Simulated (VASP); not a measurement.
Set up this calculation in VASP 6.6.1, as the native input.

| Item | Value |
| --- | --- |
| Task | single point |
| Functional | PBEsol |
| Potentials or basis | VASP PAW PBE potentials, release 64 (Li_sv) |
| Cutoff | 520 eV |
| k mesh | 15 × 15 × 8 |
| Occupations | fermi-dirac, width 0.08 eV |
| Spin | no spin polarisation |
| Dipole correction | no |
| Further INCAR settings | ALGO = Normal; EDIFF = 1e-06; NBANDS = 10 |

The structure of Li lies in POSCAR:

```
Li
1.0
    3.1110021516      0.0000000000      0.0000000000
   -1.5555010758      2.6942068945      0.0000000000
    0.0000000000      0.0000000000      5.1439300000
Li
2
Direct
    0.3333333333      0.6666666667      0.2500000000
    0.6666666667      0.3333333333      0.7500000000
```

This isn't the form of Li at room conditions, which is bcc.

This cell differs from its parent crystal: zz strain of +1 %.

One way to write it, as run:

INCAR

```
SYSTEM = Li
PREC = Accurate
ENCUT = 520
EDIFF = 1E-6
ISMEAR = -1
SIGMA = 0.08
LREAL = .False.
LASPH = .True.
NELM = 80
ALGO = Normal
ISIF = 2
LWAVE = .False.
LCHARG = .False.
GGA = PS
NBANDS = 10
```

KPOINTS

```
Automatic mesh
0
Gamma
  15 15 8
  0 0 0
```

Potentials or basis: VASP PAW PBE potentials, release 64 (Li_sv).

Run with:

```sh
$ cat potpaw_PBE.64/Li_sv/POTCAR > POTCAR
$ mpirun -np 1 vasp_std > vasp.out
```

It gave:

```
Band gap on the k mesh : zero (bands 3 and 4 overlap by 4.53 eV)
```

Caveat: the cell differs from its parent crystal (zz strain of +1 %).

It took 17 s on 1 thread of Intel(R) Xeon(R) Platinum 8488C (Sapphire Rapids), with other jobs on the host, peak memory 0.17 GiB.
